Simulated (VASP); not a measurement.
Crystal: Be2As.

```
Be As
1.0
     1.77750    1.02624    2.92455
    -1.77750    1.02624    2.92455
     0.00000   -2.05248    2.92455
Be As
2 1
Direct
  0.24876 0.24876 0.24876
  0.75124 0.75124 0.75124
  0.00000 0.00000 0.00000
```

```yaml
Program: VASP 6.6.1
Task: relaxation of cell and atoms
Functional: PBE
Potentials_or_basis: VASP PAW PBE potentials, release 64 (Be, As)
Cutoff: 600 eV
k_mesh: 6 × 6 × 6
Occupations: gaussian, width 0.1 eV
Spin: no spin polarisation
```

At the start: pressure 30.9 GPa; volume 10.67 Å³/atom.

Task: Where does the relaxation end?

Result: Over 32 steps the energy falls by 294.8 meV/atom and the volume is 13.27 Å³/atom (+24.4 %); space group Fm-3m (No. 225, to 0.1 Å) before, R-3m (No. 166, to 0.1 Å).

The path:
```tsv
step	energy change (eV)	largest force (eV/Å)	pressure (GPa)	volume (Å³)
1	0.0000	0.0281	30.85	32.01
2	-0.6294	0.0446	-3.03	42.50
3	-0.6501	0.0239	0.05	40.35
4	-0.6499	0.0268	-0.24	40.53
5	-0.6505	0.0417	0.01	40.42
6	-0.6508	0.0585	0.34	40.28
7	-0.6512	0.0688	0.38	40.30
8	-0.6529	0.1009	0.50	40.36
9	-0.6583	0.1610	0.62	40.48
10	-0.6735	0.2040	0.42	40.71
11	-0.7376	0.3950	-0.44	41.11
12	-0.8494	0.1158	-2.87	41.71
13	-0.8512	0.2400	-2.41	41.58
14	-0.8533	0.1974	-2.57	41.62
15	-0.8534	0.1919	-2.59	41.62
16	-0.8536	0.1767	-2.62	41.63
17	-0.8539	0.1767	-2.61	41.62
18	-0.8547	0.1768	-2.55	41.58
19	-0.8563	0.1768	-2.41	41.50
20	-0.8592	0.1768	-2.15	41.33
21	-0.8643	0.1765	-1.62	41.01
22	-0.8712	0.1752	-0.51	40.38
23	-0.8713	0.1862	1.87	39.12
24	-0.8735	0.1769	0.70	39.73
25	-0.8753	0.1639	0.64	39.73
26	-0.8793	0.1257	0.49	39.73
27	-0.8813	0.0544	0.20	39.73
28	-0.8815	0.0721	0.27	39.73
29	-0.8827	0.0510	0.00	39.83
30	-0.8836	0.0227	-0.44	39.98
31	-0.8836	0.0181	-0.51	40.01
32	-0.8843	0.0180	-0.24	39.82
```

Final structure:
```yaml
crystal:
  lattice:
    - [1.79845, 1.03834, 3.55359]
    - [-1.79845, 1.03834, 3.55359]
    - [0.00000, -2.07667, 3.55359]
  atoms:
    - { symbol: Be, position: [0.22446, 0.22446, 0.22446] }
    - { symbol: Be, position: [0.77554, 0.77554, 0.77554] }
    - { symbol: As, position: [0.00000, 0.00000, 0.00000] }
```

Caveat: the k points lie up to 0.35 Å⁻¹ apart in the final cell, too coarse for converged energies and pressures of a metal; the volume moved by over 15 % at a fixed basis, so the end points are rough.
